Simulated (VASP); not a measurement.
# CdS (P6_3mc) in VASP: notebook, part 2 of 2

VASP 6.6.1.

## (4) Electric field gradients, PBE (volume scaled by 1.04)

Input file INCAR:

```
PREC = Accurate
ENCUT = 520
EDIFF = 1E-8
ISMEAR = -1
SIGMA = 0.01
LREAL = False
LASPH = True
NELM = 100
ALGO = Normal
ISIF = 2
LWAVE = False
LCHARG = False
GGA = PE
LEFG = True
NBANDS = 26
```

Input file KPOINTS:

```
Automatic mesh
0
Gamma
  7 7 4
```

Input file POSCAR:

```
CdS
1.0
    4.1892106958      0.0000000000      0.0000000000
   -2.0946053479      3.6279628844      0.0000000000
    0.0000000000      0.0000000000      6.8378128164
Cd S
2 2
Direct
    0.3333333333      0.6666666667      0.0000000000
    0.6666666667      0.3333333333      0.5000000000
    0.3333333333      0.6666666667      0.3850000000
    0.6666666667      0.3333333333      0.8850000000
```

Potentials or basis: VASP PAW PBE potentials, release 64 (Cd, S).

Started as:

```sh
$ cat potpaw_PBE.64/Cd/POTCAR potpaw_PBE.64/S/POTCAR > POTCAR
$ mpirun -np 1 vasp_std > vasp.out
```

OUTCAR:

```text
PREC = Accurate
   ENCUT = 520
   EDIFF = 1E-8
   ISMEAR = -1
   LREAL = False
   LASPH = True
   NELM = 100
   ISIF = 2
   GGA = PE

 ion  position               nearest neighbor table
   1  0.333  0.667  0.000-   4 2.54   4 2.54   4 2.54   3 2.63
   2  0.667  0.333  0.500-   3 2.54   3 2.54   3 2.54   4 2.63
   3  0.333  0.667  0.385-   2 2.54   2 2.54   2 2.54   1 2.63
   4  0.667  0.333  0.885-   1 2.54   1 2.54   1 2.54   2 2.63

  LATTYP: Found a hexagonal cell.
 ALAT       =     4.1892106958
 C/A-ratio  =     1.6322437120

  Lattice vectors:

 A1 = (   4.1892106958,   0.0000000000,   0.0000000000)
 A2 = (  -2.0946053479,   3.6279628844,   0.0000000000)
 A3 = (   0.0000000000,   0.0000000000,   6.8378128164)

Analysis of symmetry for initial positions (statically):
=====================================================================
 Subroutine PRICEL returns:
 Original cell was already a primitive cell.

 Routine SETGRP: Setting up the symmetry group for a
 hexagonal supercell.

 Subroutine GETGRP returns: Found 12 space group operations
 (whereof  6 operations were pure point group operations)
 out of a pool of 24 trial point group operations.

The static configuration has the point symmetry C_3v.
 The point group associated with its full space group is C_6v.

Analysis of symmetry for dynamics (positions and initial velocities):
=====================================================================
 Subroutine PRICEL returns:
 Original cell was already a primitive cell.

 Routine SETGRP: Setting up the symmetry group for a
 hexagonal supercell.

 Subroutine GETGRP returns: Found 12 space group operations
 (whereof  6 operations were pure point group operations)
 out of a pool of 24 trial point group operations.

The dynamic configuration has the point symmetry C_3v.
 The point group associated with its full space group is C_6v.

 Subroutine INISYM returns: Found 12 space group operations
 (whereof  6 operations are pure point group operations),
 and found     1 'primitive' translations

----------------------------------------------------------------------------------------

                                     Primitive cell

  volume of cell :     103.9231

  direct lattice vectors                    reciprocal lattice vectors
     4.189210696  0.000000000  0.000000000     0.238708452  0.137818389  0.000000000
    -2.094605348  3.627962884  0.000000000     0.000000000  0.275636778  0.000000000
     0.000000000  0.000000000  6.837812816     0.000000000  0.000000000  0.146245594

  length of vectors
     4.189210696  4.189210696  6.837812816     0.275636778  0.275636778  0.146245594

  position of ions in fractional coordinates (direct lattice)
     0.333333333  0.666666667  0.000000000
     0.666666667  0.333333333  0.500000000
     0.333333333  0.666666667  0.385000000
     0.666666667  0.333333333  0.885000000

  ion indices of the primitive-cell ions
   primitive index   ion index
                 1           1
                 2           2
                 3           3
                 4           4
[... 80 lines left out ...]
   TEBEG  =    0.0;   TEEND  =   0.0 temperature during run
   PSTRESS=    0.0 pullay stress
   NELECT =      36.0000    total number of electrons
   NUPDOWN=      -1.0000    fix difference up-down
   EMIN   =  10.00;   EMAX   =-10.00  energy-range for DOS
   EFERMI =   0.00;   METHOD = LEGACY
   ISMEAR =    -1;   SIGMA  =   0.01  broadening in eV -4-tet -1-fermi 0-gaus
   EFERMI_NEDOS =   21; number of points for ismear=-14 and -15
   IALGO  =     38    algorithm
   IMIX   =      4    mixing-type and parameters
     AMIX     =   0.40;   BMIX     =  1.00
     AMIX_MAG =   1.60;   BMIX_MAG =  1.00
  volume/ion in A,a.u.               =      25.98       175.33
  Fermi-wavevector in a.u.,A,eV,Ry     =   1.149754  2.172720 17.986006  1.321934
  Thomas-Fermi vector in A             =   2.286422
   LORBIT       =      0    0 simple, 1 ext, 2 COOP (PROOUT), +10 PAW based schemes
   GGA     = PE    functional components
[... 5 lines left out ...]
 non-spin polarized calculation
  energy-cutoff  :      520.00
  volume of cell :      103.92
 maximum number of plane-waves:      2820
 NGX is ok and might be reduce to    32
   NGX = 15   NGY = 15   NGZ = 25

 number of electron      36.0000000 magnetization

 Free energy of the ion-electron system (eV)
  ---------------------------------------------------
  ext. energy  EPLUGINS =         0.00000000
  ---------------------------------------------------
  free energy    TOTEN  =       -12.28316609 eV

  energy without entropy =      -12.28316609  energy(sigma->0) =      -12.28316609

 E-fermi :   1.1786     XC(G=0):  -8.9275

 val. band max:        0.9213575269   @ k =   0.0000   0.0000   0.0000
 cond. band min:       2.0597827656   @ k =   0.0000   0.0000   0.0000
 fundamental gap:      1.1384252387
 Fermi energy:         1.1786105375

 k-point     1 :       0.0000    0.0000    0.0000
  band No.  band energies     occupation
      1     -11.1773      2.00000
      2     -10.8015      2.00000
      3      -6.6474      2.00000
      4      -6.6474      2.00000
      5      -6.5849      2.00000
      6      -6.5849      2.00000
[... 685 lines left out ...]
     25       9.5722      0.00000
     26       9.5722      0.00000

------------------------ aborting loop because EDIFF is reached ----------------------------------------

  FORCE on cell =-STRESS in cart. coord.  units (eV):
  Direction    XX          YY          ZZ          XY          YZ          ZX
  --------------------------------------------------------------------------------------
  -------------------------------------------------------------------------------------
  Total        0.7192261      0.7192261     -0.4497358      0.0000000      0.0000000      0.0000000
  in kB       11.0882695     11.0882695     -6.9335518      0.0000000      0.0000000      0.0000000
  external PRESSURE =       5.0809957 kB  Pullay stress =       0.0000000 kB

 VOLUME and BASIS-vectors are now :
 -----------------------------------------------------------------------------
  energy-cutoff  :      520.00
  volume of cell :      103.92
      direct lattice vectors                 reciprocal lattice vectors
     4.189210696  0.000000000  0.000000000     0.238708452  0.137818389  0.000000000
    -2.094605348  3.627962884  0.000000000     0.000000000  0.275636778  0.000000000
     0.000000000  0.000000000  6.837812816     0.000000000  0.000000000  0.146245594

 POSITION                                       TOTAL-FORCE (eV/Angst)
 -----------------------------------------------------------------------------------
     -0.00000      2.41864      0.00000        -0.000000     -0.000000      0.230135
      2.09461      1.20932      3.41891         0.000000     -0.000000      0.230135
     -0.00000      2.41864      2.63256         0.000000      0.000000     -0.230135
      2.09461      1.20932      6.05146        -0.000000     -0.000000     -0.230135
 -----------------------------------------------------------------------------------
    total drift:                               -0.000000     -0.000000     -0.000300

  FREE ENERGIE OF THE ION-ELECTRON SYSTEM (eV)
  ---------------------------------------------------
  free  energy   TOTEN  =       -12.2831660903 eV

  energy  without entropy=      -12.2831660903  energy(sigma->0) =      -12.28316609

 Electric field gradients (V/A^2)
---------------------------------------------------------------------
 ion       V_xx      V_yy      V_zz      V_xy      V_xz      V_yz
---------------------------------------------------------------------
   1     -16.750   -16.749    33.499     0.001     0.000    -0.000
   2     -16.750   -16.749    33.499     0.001    -0.000     0.000
   3       3.713     3.713    -7.426     0.000    -0.000     0.000
   4       3.713     3.713    -7.426     0.000     0.000    -0.000
---------------------------------------------------------------------

 Electric field gradients after diagonalization (V/A^2)
 (convention: |V_zz| > |V_xx| > |V_yy|)
----------------------------------------------------------------------
 ion       V_xx      V_yy      V_zz     asymmetry (V_yy - V_xx)/ V_zz
----------------------------------------------------------------------
   1     -16.751   -16.748    33.499       0.000
   2     -16.751   -16.748    33.499       0.000
   3       3.713     3.713    -7.426       0.000
   4       3.713     3.713    -7.426       0.000
----------------------------------------------------------------------

           NMR quadrupolar parameters

 Cq : quadrupolar parameter    Cq=e*Q*V_zz/h
 eta: asymmetry parameters     (V_yy - V_xx)/ V_zz
 Q  : nuclear electric quadrupole moment in mb (millibarn)
----------------------------------------------------------------------
 ion       Cq(MHz)       eta       Q (mb)
----------------------------------------------------------------------
   1       0.081       0.000       1.000
   2       0.081       0.000       1.000
   3      -0.018       0.000       1.000
   4      -0.018       0.000       1.000
----------------------------------------------------------------------
```

stdout:

```text
POSCAR found type information on POSCAR CdS
 POSCAR found :  2 types and       4 ions
 scaLAPACK will be used
 LDA part: xc-table for (Slater+PW92), standard interpolation
 POSCAR, INCAR and KPOINTS ok, starting setup
 FFT: planning ... GRIDC
 FFT: planning ... GRID_SOFT
 FFT: planning ... GRID
 WAVECAR not read
 entering main loop
ion   1

ion   2

ion   3

ion   4
```

It took 74 s on 1 thread of AMD EPYC 7R43 (Zen 3), shared host; peak memory 0.21 GiB.

What came out:

- Free energy: -12.2832 eV
- Pressure: 0.5 GPa
- Largest force: 0.230 eV/Å
- Band gap on the k mesh: 1.14 eV, direct

Forces in eV/Å, atoms in the order of the input:
```
Cd   0.000  0.000  0.230
Cd   0.000  0.000  0.230
S    0.000  0.000 -0.230
S    0.000  0.000 -0.230
```

Electric field gradients, principal values (V/Å²):
| atom | least | middle | greatest (by size) |
| --- | --- | --- | --- |
| 1 Cd | -16.748 | -16.751 | 33.499 |
| 2 Cd | -16.748 | -16.751 | 33.499 |
| 3 S | 3.713 | 3.713 | -7.426 |
| 4 S | 3.713 | 3.713 | -7.426 |

Caveat: without QUAD_EFG the Cq values of the log hold for a quadrupole moment of 1 mb, not for the nuclei.

## (5) Electric field gradients, PBE (equal xx and yy strain of +1 %)

Input file INCAR:

```
SYSTEM = CdS
PREC = Accurate
ENCUT = 520
EDIFF = 1E-8
ISMEAR = -1
SIGMA = 0.01
LREAL = .False.
LASPH = .True.
NELM = 60
ALGO = Normal
ISIF = 2
LWAVE = .False.
LCHARG = .False.
GGA = PE
LEFG = .True.
NBANDS = 26
```

Input file KPOINTS:

```
Automatic mesh
0
Gamma
  7 7 4
  0 0 0
```

Input file POSCAR:

```
CdS
1.0
    4.1761471954      0.0000000000      0.0000000000
   -2.0880735977      3.6166495612      0.0000000000
    0.0000000000      0.0000000000      6.7490000000
Cd S
2 2
Direct
    0.3333333333      0.6666666667      0.0000000000
    0.6666666667      0.3333333333      0.5000000000
    0.3333333333      0.6666666667      0.3850000000
    0.6666666667      0.3333333333      0.8850000000
```

Potentials or basis: VASP PAW PBE potentials, release 64 (Cd, S).

Started as:

```sh
$ cat potpaw_PBE.64/Cd/POTCAR potpaw_PBE.64/S/POTCAR > POTCAR
$ mpirun -np 1 vasp_std > vasp.out
```

OUTCAR:

```text
SYSTEM = CdS
   PREC = Accurate
   ENCUT = 520
   EDIFF = 1E-8
   ISMEAR = -1
   LREAL = .False.
   LASPH = .True.
   NELM = 60
   ISIF = 2
   GGA = PE

 ion  position               nearest neighbor table
   1  0.333  0.667  0.000-   4 2.53   4 2.53   4 2.53   3 2.60
   2  0.667  0.333  0.500-   3 2.53   3 2.53   3 2.53   4 2.60
   3  0.333  0.667  0.385-   2 2.53   2 2.53   2 2.53   1 2.60
   4  0.667  0.333  0.885-   1 2.53   1 2.53   1 2.53   2 2.60

  LATTYP: Found a hexagonal cell.
 ALAT       =     4.1761471954
 C/A-ratio  =     1.6160828831

  Lattice vectors:

 A1 = (   4.1761471954,   0.0000000000,   0.0000000000)
 A2 = (  -2.0880735977,   3.6166495612,   0.0000000000)
 A3 = (   0.0000000000,   0.0000000000,   6.7490000000)

Analysis of symmetry for initial positions (statically):
=====================================================================
 Subroutine PRICEL returns:
 Original cell was already a primitive cell.

 Routine SETGRP: Setting up the symmetry group for a
 hexagonal supercell.

 Subroutine GETGRP returns: Found 12 space group operations
 (whereof  6 operations were pure point group operations)
 out of a pool of 24 trial point group operations.

The static configuration has the point symmetry C_3v.
 The point group associated with its full space group is C_6v.

Analysis of symmetry for dynamics (positions and initial velocities):
=====================================================================
 Subroutine PRICEL returns:
 Original cell was already a primitive cell.

 Routine SETGRP: Setting up the symmetry group for a
 hexagonal supercell.
[... 861 lines left out ...]

  FORCE on cell =-STRESS in cart. coord.  units (eV):
  Direction    XX          YY          ZZ          XY          YZ          ZX
  --------------------------------------------------------------------------------------
  -------------------------------------------------------------------------------------
  Total        1.2376913      1.2376913      0.5059943      0.0000000      0.0000000      0.0000000
  in kB       19.4536582     19.4536582      7.9530659      0.0000000      0.0000000      0.0000000
  external PRESSURE =      15.6201274 kB  Pullay stress =       0.0000000 kB

 VOLUME and BASIS-vectors are now :
 -----------------------------------------------------------------------------
  energy-cutoff  :      520.00
  volume of cell :      101.93
      direct lattice vectors                 reciprocal lattice vectors
     4.176147195  0.000000000  0.000000000     0.239455161  0.138249502  0.000000000
    -2.088073598  3.616649561  0.000000000     0.000000000  0.276499004  0.000000000
     0.000000000  0.000000000  6.749000000     0.000000000  0.000000000  0.148170099

 POSITION                                       TOTAL-FORCE (eV/Angst)
 -----------------------------------------------------------------------------------
     -0.00000      2.41110      0.00000        -0.000000     -0.000000      0.190019
      2.08807      1.20555      3.37450        -0.000000     -0.000000      0.190019
     -0.00000      2.41110      2.59836         0.000000     -0.000000     -0.190019
      2.08807      1.20555      5.97286        -0.000000      0.000000     -0.190019
 -----------------------------------------------------------------------------------
    total drift:                               -0.000000     -0.000000     -0.000557

  FREE ENERGIE OF THE ION-ELECTRON SYSTEM (eV)
  ---------------------------------------------------
  free  energy   TOTEN  =       -12.2765146552 eV

  energy  without entropy=      -12.2765146552  energy(sigma->0) =      -12.27651466

 Electric field gradients (V/A^2)
---------------------------------------------------------------------
 ion       V_xx      V_yy      V_zz      V_xy      V_xz      V_yz
---------------------------------------------------------------------
   1     -13.476   -13.475    26.952     0.001     0.000    -0.000
   2     -13.476   -13.475    26.952     0.001    -0.000     0.000
   3       4.054     4.055    -8.109     0.000    -0.000     0.000
   4       4.054     4.055    -8.109     0.000     0.000    -0.000
---------------------------------------------------------------------

 Electric field gradients after diagonalization (V/A^2)
 (convention: |V_zz| > |V_xx| > |V_yy|)
----------------------------------------------------------------------
 ion       V_xx      V_yy      V_zz     asymmetry (V_yy - V_xx)/ V_zz
----------------------------------------------------------------------
   1     -13.477   -13.475    26.952       0.000
   2     -13.477   -13.475    26.952       0.000
   3       4.055     4.054    -8.109       0.000
   4       4.055     4.054    -8.109       0.000
----------------------------------------------------------------------

           NMR quadrupolar parameters

 Cq : quadrupolar parameter    Cq=e*Q*V_zz/h
 eta: asymmetry parameters     (V_yy - V_xx)/ V_zz
 Q  : nuclear electric quadrupole moment in mb (millibarn)
----------------------------------------------------------------------
 ion       Cq(MHz)       eta       Q (mb)
----------------------------------------------------------------------
   1       0.065       0.000       1.000
   2       0.065       0.000       1.000
   3      -0.020       0.000       1.000
   4      -0.020       0.000       1.000
----------------------------------------------------------------------
```

stdout:

```text
POSCAR found type information on POSCAR CdS
 POSCAR found :  2 types and       4 ions
 scaLAPACK will be used
 LDA part: xc-table for (Slater+PW92), standard interpolation
 POSCAR, INCAR and KPOINTS ok, starting setup
 FFT: planning ... GRIDC
 FFT: planning ... GRID_SOFT
 FFT: planning ... GRID
 WAVECAR not read
 entering main loop
ion   1

ion   2

ion   3

ion   4
```

Wall time 28 s (1 thread of Intel Xeon 6975P-C (Granite Rapids), shared host); peak memory 0.23 GiB.

What came out:

| Property | Result |
| --- | --- |
| Free energy | -12.2765 eV |
| Pressure | 1.6 GPa |
| Largest force | 0.190 eV/Å |
| Band gap on the k mesh | 1.19 eV, direct |

Forces on the atoms (eV/Å):
```
Cd   0.000  0.000  0.190
Cd   0.000  0.000  0.190
S    0.000  0.000 -0.190
S    0.000  0.000 -0.190
```

Electric field gradients, principal values (V/Å²):
| atom | least | middle | greatest (by size) |
| --- | --- | --- | --- |
| 1 Cd | -13.475 | -13.477 | 26.952 |
| 2 Cd | -13.475 | -13.477 | 26.952 |
| 3 S | 4.054 | 4.055 | -8.109 |
| 4 S | 4.054 | 4.055 | -8.109 |

Caveat: the cell differs from its parent crystal (equal xx and yy strain of +1 %); without QUAD_EFG the Cq values of the log hold for a quadrupole moment of 1 mb, not for the nuclei.

## (6) Summary

| cell | gap on the mesh (eV) | pressure (GPa) | largest force (eV/Å) |
| --- | --- | --- | --- |
| a = 4.149, b = 4.149, c = 6.771 Å, angles 90.0, 90.0, 120.0°, 4 atoms | 1.21 | 2.2 | 0.26 |
| a = 4.189, b = 4.189, c = 6.838 Å, angles 90.0, 90.0, 120.0°, 4 atoms | 1.14 | 0.5 | 0.23 |
| a = 4.176, b = 4.176, c = 6.749 Å, angles 90.0, 90.0, 120.0°, 4 atoms | 1.19 | 1.6 | 0.19 |

Alike in all rows: task electric field gradients; level PBE; potentials or basis VASP PAW PBE potentials, release 64 (Cd, S); no spin polarisation; k mesh 7 × 7 × 4; cutoff (eV) 520; smearing fermi-dirac 0.01 eV.

Total energies depend on the potentials used, so only differences within one code and one set of settings carry meaning.
